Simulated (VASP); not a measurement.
Set up this calculation in VASP 6.6.1, as the native input.

* Task: single point
* Functional: LDA
* Potentials or basis: VASP PAW LDA potentials, release 64 (C)
* Cutoff: 600 eV
* k mesh: 11 × 11 × 11
* Occupations: fermi-dirac, width 0.05 eV
* Spin: no spin polarisation
* Dipole correction: no
* Further INCAR settings: ALGO = Normal; EDIFF = 1e-06; NBANDS = 11

The structure of C lies in POSCAR:

```
C
1.0
    0.0000000000      1.7769010000      1.7769010000
    1.7769010000      0.0000000000      1.7769010000
    1.7769010000      1.7769010000      0.0000000000
C
2
Direct
    0.0000000000      0.0000000000      0.0000000000
    0.2500000000      0.2500000000      0.2500000000
```

These files were run (other wordings do the same):

INCAR

```
PREC = Accurate
ENCUT = 600
EDIFF = 1E-6
ISMEAR = -1
SIGMA = 0.05
LREAL = False
LASPH = True
NELM = 120
ALGO = Normal
ISIF = 2
LWAVE = False
LCHARG = True
LELF = True
LVHAR = True
NBANDS = 11
GGA_COMPAT = False
```

KPOINTS

```
Automatic mesh
0
Gamma
  11 11 11
```

Potentials or basis: VASP PAW LDA potentials, release 64 (C).

The run is started by

```bash
$ cat potpaw_LDA.64/C/POTCAR > POTCAR
$ mpirun -np 1 vasp_std > vasp.out
```

Results of the run:

* Pressure: -7.7 GPa
* Band gap on the k mesh: 4.12 eV, indirect (least direct gap 5.57 eV)

It took 12 s on 1 thread of AMD EPYC 7R13, with other jobs on the host, peak memory 0.08 GiB.
